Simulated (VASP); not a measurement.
Crystal: Pd.

```
Pd
1.0
     2.78367    0.00000    0.00000
    -1.39183    2.41072    0.00000
     0.00000    0.00000    4.62889
Pd
2
Direct
  0.33333 0.66667 0.25000
  0.66667 0.33333 0.75000
```

```yaml
Program: VASP 6.6.1
Task: relaxation of cell and atoms
Functional: RPBE
Dispersion: D3(BJ)
Potentials_or_basis: VASP PAW PBE potentials, release 64 (Pd)
Cutoff: 600 eV
k_mesh: 11 × 11 × 6
Occupations: fermi-dirac, width 0.05 eV
Spin: no spin polarisation
```

At the start: pressure -35.9 GPa; volume 15.53 Å³/atom.

Question: Where does the relaxation end?

Answer: Over 11 steps the energy falls by 344.9 meV/atom and the volume is 12.97 Å³/atom (-16.5 %); space group P6_3/mmc (No. 194, to 0.05 Å).

The path:
| step | energy change (eV) | largest force (eV/Å) | pressure (GPa) | volume (Å³) |
| --- | --- | --- | --- | --- |
| 1 | 0.0000 | 0.0000 | -35.91 | 31.06 |
| 2 | 4.3762 | 0.0000 | 288.10 | 17.89 |
| 3 | -0.6776 | 0.0000 | -6.47 | 26.53 |
| 4 | -0.6871 | 0.0000 | -2.99 | 26.21 |
| 5 | -0.6896 | 0.0000 | 0.07 | 25.95 |
| 6 | -0.6893 | 0.0000 | -1.15 | 26.05 |
| 7 | -0.6895 | 0.0000 | -1.06 | 26.04 |
| 8 | -0.6895 | 0.0000 | -1.06 | 26.04 |
| 9 | -0.6897 | 0.0000 | -0.39 | 25.98 |
| 10 | -0.6898 | 0.0000 | 0.06 | 25.95 |
| 11 | -0.6898 | 0.0000 | 0.00 | 25.95 |

Final structure:
```cif
data_structure
_symmetry_space_group_name_H-M 'P 1'
_symmetry_Int_Tables_number 1
_cell_length_a 2.6259
_cell_length_b 2.6259
_cell_length_c 4.3455
_cell_angle_alpha 90.000
_cell_angle_beta 90.000
_cell_angle_gamma 120.000
_cell_volume 25.95
loop_
_atom_site_label
_atom_site_type_symbol
_atom_site_fract_x
_atom_site_fract_y
_atom_site_fract_z
_atom_site_occupancy
Pd1 Pd 0.33333 0.66667 0.25000 1
Pd2 Pd 0.66667 0.33333 0.75000 1
```

Caveat: the volume moved by over 15 % at a fixed basis, so the end points are rough; the PAW data sets were made with another functional, which shifts forces and pressure a little; pairwise dispersion overbinds metals, which lowers pressure and volume.
